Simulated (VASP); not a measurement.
C:

```
C
1.0
     1.77103    0.00000    0.00000
     0.00000    1.77103    0.00000
     0.00000    0.00000    1.77103
C
1
Direct
  0.00000 0.00000 0.00000
```

- Program: VASP 6.6.1
- Task: relaxation of cell and atoms
- Functional: PBEsol
- Potentials or basis: VASP PAW PBE potentials, release 64 (C)
- Cutoff: 600 eV
- k mesh: 11 × 11 × 11
- Occupations: methfessel-paxton, width 0.05 eV
- Spin: no spin polarisation

At the start: pressure -11.9 GPa; volume 5.55 Å³/atom.

Question: Where does the relaxation end?

Answer: Over 3 steps the energy falls by 6.8 meV/atom and the volume is 5.38 Å³/atom (-3.2 %); space group Pm-3m (No. 221, to 0.05 Å).

The path:
| step | energy change (eV) | largest force (eV/Å) | pressure (GPa) | volume (Å³) |
| --- | --- | --- | --- | --- |
| 1 | 0.0000 | 0.0000 | -11.88 | 5.55 |
| 2 | -0.0016 | 0.0000 | 11.45 | 5.23 |
| 3 | -0.0068 | 0.0000 | -0.04 | 5.38 |

Final structure:
```
CELL_PARAMETERS angstrom
1.75201 0.00000 0.00000
0.00000 1.75201 0.00000
0.00000 0.00000 1.75201
ATOMIC_POSITIONS crystal
C 0.00000 0.00000 0.00000
```

Caveat: the PAW data sets were made with another functional, which shifts forces and pressure a little.
